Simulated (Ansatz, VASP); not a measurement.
# P in VASP and in Ansatz

```
CELL_PARAMETERS angstrom
6.93825 0.00000 0.00000
0.00000 6.93825 0.00000
0.00000 0.00000 6.93825
ATOMIC_POSITIONS crystal
P 0.07945 0.07945 0.07945
P 0.42055 0.92055 0.57945
P 0.57945 0.42055 0.92055
P 0.92055 0.57945 0.42055
P 0.92055 0.92055 0.92055
P 0.57945 0.07945 0.42055
P 0.42055 0.57945 0.07945
P 0.07945 0.42055 0.57945
```

Alike in both runs: functional PBE; k mesh 4 × 4 × 4; occupations gaussian, width 0.1 eV; no spin polarisation.

Ansatz relaxed the structure, and its values are those at the end. VASP's run is a single point on that final structure, the one shown.

```csv
,VASP,Ansatz
version,VASP 6.6.1,Ansatz 0.2.0
potentials or method,"VASP PAW PBE potentials, release 64 (P), cutoff 520 eV","scalar-relativistic, plane waves, PAW"
valence electrons in the cell,40,40
```

```csv
,VASP,Ansatz,Ansatz less VASP
gap on the k mesh at the Fermi level (eV),2.18,2.19,+0.009
least direct gap on the mesh (eV),2.32,2.34,+0.020
pressure (GPa),0.1,0.2,+0.13
rms of the force components (eV/Å),0.067,0.014,-0.0529
```
